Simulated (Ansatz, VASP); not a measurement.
## One calculation of Ti3Al, two programs

```
CELL_PARAMETERS angstrom
0.00000 3.22174 3.22174
3.22174 0.00000 3.22174
3.22174 3.22174 0.00000
ATOMIC_POSITIONS crystal
Ti 0.75000 0.75000 0.75000
Ti 0.25000 0.25000 0.25000
Ti 0.00000 0.00000 0.00000
Al 0.50000 0.50000 0.50000
```

Alike in both runs: functional PBE; k mesh 12 × 12 × 12; occupations gaussian, width 0.1 eV; no spin polarisation.

Ansatz relaxed the structure, and its values are those at the end. VASP's run is a single point on that final structure, the one shown.

|  | VASP | Ansatz |
| --- | --- | --- |
| version | VASP 6.6.1 | Ansatz 0.2.0 |
| potentials or method | VASP PAW PBE potentials, release 64 (Ti_sv, Al), cutoff 520 eV | scalar-relativistic, plane waves, PAW |
| valence electrons in the cell | 39 | 39 |

```tsv
	VASP	Ansatz	Ansatz less VASP
gap on the k mesh at the Fermi level (eV)	none	none	-
pressure (GPa)	-0.1	0.0	+0.13
```

A gap of «none» marks a metal or a gap that the smearing closes.
